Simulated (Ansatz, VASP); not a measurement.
**Two plane-wave programs on AlN**

POSCAR

```
AlN
1.0
    0.0000000000      2.0753724764      2.0753724764
    2.0753724764      0.0000000000      2.0753724764
    2.0753724764      2.0753724764      0.0000000000
Al N
1 1
Direct
    0.5000000000      0.5000000000      0.5000000000
    0.0000000000      0.0000000000      0.0000000000
```

Contents of INCAR.step1:

```
ALGO = Normal
EDIFF = 1E-5
ENCUT = 660
GGA = PE
GGA_COMPAT = False
ISMEAR = 0
LASPH = True
LCHARG = False
LREAL = False
LWAVE = True
NBANDS = 11
NELM = 120
PREC = Accurate
SIGMA = 0.02
```

File INCAR.step2:

```
ALGO = Normal
BPARAM = 11.95
CPARAM = 0.0093
EDIFF = 1E-6
ENCUT = 660
GGA_COMPAT = False
ISIF = 2
ISMEAR = 0
ISTART = 1
IVDW_NL = 2
LASPH = True
LCHARG = False
LMIXTAU = True
LREAL = False
LUSE_VDW = True
LWAVE = False
METAGGA = R2SCAN
NBANDS = 11
NELM = 120
PREC = Accurate
SIGMA = 0.02
```

The input KPOINTS:

```
k-points
0
Gamma
  10 10 10
```

Input for Ansatz:

```yaml
crystal:
  lattice:
    - [0.0, 2.0753724764, 2.0753724764]
    - [2.0753724764, 0.0, 2.0753724764]
    - [2.0753724764, 2.0753724764, 0.0]
  atoms:
    - { symbol: Al, position: [0.5, 0.5, 0.5] }
    - { symbol: "N", position: [0.0, 0.0, 0.0] }
basis:
  ecutwfc: 500
kpoints:
  mp_grid: { grid: [10, 10, 10] }
hamiltonian:
  xc: r2scan
  dispersion: rvv10
  pseudopotentials: { kind: paw }
scf:
  occupations: { method: gaussian, width: 0.02 }
output:
  forces: true
  stress: true
  eigenvalues: true
```

Alike in both runs: task single point; functional r2SCAN; dispersion rVV10; k mesh 10 × 10 × 10; occupations gaussian, width 0.02 eV; no spin polarisation.

|  | VASP | Ansatz |
| --- | --- | --- |
| version | VASP 6.6.1 | Ansatz 0.2.0 |
| potentials or method | VASP PAW PBE potentials, release 64 (Al, N), cutoff 660 eV | scalar-relativistic, plane waves, PAW |
| valence electrons in the cell | 8 | 8 |

|  | VASP | Ansatz | Ansatz less VASP |
| --- | --- | --- | --- |
| gap on the k mesh at the Fermi level (eV) | 4.69 | 4.69 | 0.000 |
| least direct gap on the mesh (eV) | 5.36 | 5.32 | -0.040 |
| pressure (GPa) | -20.9 | -20.3 | +0.62 |

VASP's potentials were made for PBE, not for r2SCAN.
